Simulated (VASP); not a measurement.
# Ni (Im-3m) in VASP: further runs, part 3 of 3

VASP 6.6.1.

## Step 5: Single point, PBE, collinear spin, ferromagnetic start (8.79 Å³/atom)

This run uses another cell than the first one, of 8.79 Å³/atom.

File INCAR:

```
PREC     = Accurate       # precision mode
ENCUT    = 520            # plane-wave cutoff, eV
EDIFF    = 1E-7           # SCF threshold, eV
ISMEAR   = -1             # smearing method
SIGMA    = 0.05           # smearing width, eV
LREAL    = F              # projectors in reciprocal space
LASPH    = T              # aspherical terms in the spheres
NELM     = 150            # most SCF steps
ALGO     = Normal         # electronic algorithm
ISIF     = 2              # what is computed and relaxed
LWAVE    = F              # write WAVECAR
LCHARG   = F              # write CHGCAR
ISPIN    = 2              # spin polarisation
MAGMOM   = 1              # initial moments
LORBIT   = 11             # projections on sites
LMAXMIX  = 4              # l up to which the mixer works
GGA      = PE             # functional
NBANDS   = 15             # bands
```

File KPOINTS:

```
regular mesh
0
Gamma
  19 19 19
```

File POSCAR:

```
Ni
1.0
   -1.2998711868      1.2998711868      1.2998711868
    1.2998711868     -1.2998711868      1.2998711868
    1.2998711868      1.2998711868     -1.2998711868
Ni
1
Direct
    0.0000000000      0.0000000000      0.0000000000
```

Potentials or basis: VASP PAW PBE potentials, release 64 (Ni).

Started as:

```
$ cat potpaw_PBE.64/Ni/POTCAR > POTCAR
$ mpirun -np 1 vasp_std > vasp.out
```

OUTCAR:

```text
PREC = Accurate
   ENCUT = 520
   EDIFF = 1E-7
   ISMEAR = -1
   LREAL = F
   LASPH = T
   NELM = 150
   ISIF = 2
   ISPIN = 2
   LORBIT = 11
   GGA = PE

 ion  position               nearest neighbor table
   1  0.000  0.000  0.000-

  LATTYP: Found a body centered cubic cell.
 ALAT       =     2.5997423736

  Lattice vectors:

 A1 = (  -1.2998711868,   1.2998711868,   1.2998711868)
 A2 = (   1.2998711868,  -1.2998711868,   1.2998711868)
 A3 = (   1.2998711868,   1.2998711868,  -1.2998711868)

Analysis of symmetry for initial positions (statically):
=====================================================================
 Subroutine PRICEL returns:
 Original cell was already a primitive cell.

 Routine SETGRP: Setting up the symmetry group for a
 body centered cubic supercell.

 Subroutine GETGRP returns: Found 48 space group operations
 (whereof 48 operations were pure point group operations)
 out of a pool of 48 trial point group operations.

The static configuration has the point symmetry O_h .

Analysis of symmetry for dynamics (positions and initial velocities):
=====================================================================
 Subroutine PRICEL returns:
 Original cell was already a primitive cell.

 Routine SETGRP: Setting up the symmetry group for a
 body centered cubic supercell.

 Subroutine GETGRP returns: Found 48 space group operations
 (whereof 48 operations were pure point group operations)
 out of a pool of 48 trial point group operations.

The dynamic configuration has the point symmetry O_h .

Analysis of structural, dynamic, and magnetic symmetry:
=====================================================================
 Subroutine PRICEL returns:
 Original cell was already a primitive cell.

 Routine SETGRP: Setting up the symmetry group for a
 body centered cubic supercell.

 Subroutine GETGRP returns: Found 48 space group operations
 (whereof 48 operations were pure point group operations)
 out of a pool of 48 trial point group operations.

The overall configuration has the point symmetry O_h .

 Subroutine INISYM returns: Found 48 space group operations
 (whereof 48 operations are pure point group operations),
[... 160 lines left out ...]
      8      41.2776      0.00000
      9      41.2776      0.00000
     10      47.8588      0.00000
     11      47.8588      0.00000
     12      51.0430      0.00000
     13      51.0430      0.00000
     14      51.0430      0.00000
[... 403 lines left out ...]
      4      11.5191      1.00000
      5      12.0274      0.99999
      6      13.1375      0.00002
      7      24.9345      0.00000
      8      32.2434      0.00000
      9      36.3018      0.00000
     10      41.6112      0.00000
     11      47.2877      0.00000
     12      49.8293      0.00000
     13      56.3789      0.00000
     14      58.4375      0.00000
     15      62.0784      0.00000

 [... further k-points ...]

 spin component 2

 k-point     1 :       0.0000    0.0000    0.0000
  band No.  band energies     occupation
      1       2.1751      1.00000
      2      10.1513      1.00000
      3      10.1513      1.00000
      4      10.1513      1.00000
      5      11.8948      1.00000
      6      11.8948      1.00000
      7      41.2560      0.00000
      8      41.2560      0.00000
      9      41.2560      0.00000
     10      47.8384      0.00000
     11      47.8384      0.00000
     12      51.1212      0.00000
     13      51.1212      0.00000
     14      51.1213      0.00000
[... 403 lines left out ...]
      4      11.7304      1.00000
      5      12.2177      0.99942
      6      13.3823      0.00000
      7      25.0272      0.00000
      8      32.2753      0.00000
      9      36.3434      0.00000
     10      41.6475      0.00000
     11      47.3290      0.00000
     12      49.8543      0.00000
     13      56.4002      0.00000
     14      58.9061      0.00000
     15      62.1272      0.00000

 [... further k-points ...]

------------------------ aborting loop because EDIFF is reached ----------------------------------------

  FORCE on cell =-STRESS in cart. coord.  units (eV):
  Direction    XX          YY          ZZ          XY          YZ          ZX
  --------------------------------------------------------------------------------------
  -------------------------------------------------------------------------------------
  Total        3.9163508      3.9163508      3.9163508     -0.0000000     -0.0000000      0.0000000
  in kB      714.2187110    714.2187110    714.2187110     -0.0000000     -0.0000000      0.0000000
  external PRESSURE =     714.2187110 kB  Pullay stress =       0.0000000 kB

 VOLUME and BASIS-vectors are now :
 -----------------------------------------------------------------------------
  energy-cutoff  :      520.00
  volume of cell :        8.79
      direct lattice vectors                 reciprocal lattice vectors
    -1.299871187  1.299871187  1.299871187     0.000000000  0.384653499  0.384653499
     1.299871187 -1.299871187  1.299871187     0.384653499  0.000000000  0.384653499
     1.299871187  1.299871187 -1.299871187     0.384653499  0.384653499  0.000000000

 POSITION                                       TOTAL-FORCE (eV/Angst)
 -----------------------------------------------------------------------------------
      0.00000      0.00000      0.00000         0.000000     -0.000000      0.000000
 -----------------------------------------------------------------------------------
    total drift:                                0.000000      0.000000      0.000000

  FREE ENERGIE OF THE ION-ELECTRON SYSTEM (eV)
  ---------------------------------------------------
  free  energy   TOTEN  =        -4.9888302764 eV

  energy  without entropy=       -4.9768597889  energy(sigma->0) =       -4.98284503

 total charge

# of ion       s       p       d       tot
------------------------------------------
    1        0.595   0.711   8.478   9.785

 magnetization (x)

# of ion       s       p       d       tot
------------------------------------------
    1       -0.001  -0.005   0.217   0.210
```

OSZICAR:

```text
N       E                     dE             d eps       ncg     rms          rms(c)
DAV:   1     0.329693587868E+02    0.32969E+02   -0.41646E+03 14197   0.905E+02
DAV:   2    -0.459990265341E+01   -0.37569E+02   -0.35058E+02 14866   0.168E+02
DAV:   3    -0.585166445569E+01   -0.12518E+01   -0.12418E+01 16470   0.299E+01
DAV:   4    -0.585658589182E+01   -0.49214E-02   -0.49208E-02 16071   0.182E+00
DAV:   5    -0.585661146110E+01   -0.25569E-04   -0.25571E-04 16796   0.122E-01    0.129E+01
DAV:   6    -0.512807634107E+01    0.72854E+00   -0.74854E+00 17813   0.321E+01    0.482E+00
DAV:   7    -0.501268086059E+01    0.11540E+00   -0.77338E-01 15304   0.971E+00    0.298E+00
DAV:   8    -0.498943408700E+01    0.23247E-01   -0.38083E-02 19517   0.144E+00    0.653E-01
DAV:   9    -0.498877114121E+01    0.66295E-03   -0.43231E-04 18285   0.157E-01    0.213E-01
DAV:  10    -0.498871683958E+01    0.54302E-04   -0.20493E-04 19467   0.125E-01    0.918E-02
DAV:  11    -0.498880694212E+01   -0.90103E-04   -0.36146E-04 17829   0.181E-01    0.373E-02
DAV:  12    -0.498882009433E+01   -0.13152E-04   -0.37441E-05 20205   0.547E-02    0.187E-02
DAV:  13    -0.498882690571E+01   -0.68114E-05   -0.86630E-06 19765   0.285E-02    0.172E-02
DAV:  14    -0.498883024787E+01   -0.33422E-05   -0.31180E-05 17911   0.542E-02    0.204E-03
DAV:  15    -0.498883027637E+01   -0.28496E-07   -0.19374E-07 14127   0.388E-03
   1 F= -.49888303E+01 E0= -.49828450E+01  d E =-.119705E-01  mag=     0.2131
```

Wall time 1.8 min (1 thread of Intel Xeon 8259CL, shared host); peak memory 0.16 GiB.

What came out:

```
Free energy                                           : -4.9888 eV
Pressure                                              : 71.4 GPa
Net moment                                            : 0.21 μB per cell
Site moments                                          : Ni +0.21 μB
Valence electrons inside the program's atomic spheres : Ni 9.79
```

Levels at points of the mesh, in eV from the Fermi level:
Spin up:
```
           k point  band 2  band 3  band 4  band 5  band 6  band 7  band 8  band 9
(0.00, 0.00, 0.00)   -2.71   -2.71   -2.71   -0.87   -0.87   28.69   28.69   28.69
```
Spin down:
| k point | band 2 | band 3 | band 4 | band 5 | band 6 | band 7 | band 8 | band 9 |
| --- | --- | --- | --- | --- | --- | --- | --- | --- |
| (0.00, 0.00, 0.00) | -2.44 | -2.44 | -2.44 | -0.70 | -0.70 | 28.67 | 28.67 | 28.67 |

Caveat: the cell stands under pressure.

## Step 6: The runs side by side

| cell | gap on the mesh (eV) | pressure (GPa) | moment (μB) |
| --- | --- | --- | --- |
| a = 2.046 Å, angles 109.5°, 1 atom | none | 331.1 | 0.00 |
| a = 2.153 Å, angles 109.5°, 1 atom | none | 159.2 | 0.00 |
| a = 2.251 Å, angles 109.5°, 1 atom | none | 71.4 | 0.21 |

Alike in all rows: task single point; level PBE; potentials or basis VASP PAW PBE potentials, release 64 (Ni); spin collinear, ferromagnetic start; k mesh 19 × 19 × 19; cutoff (eV) 520; smearing fermi-dirac 0.05 eV.

Caveats: the cell stands under pressure.

Absolute energies hang on the potentials; compare differences alone.
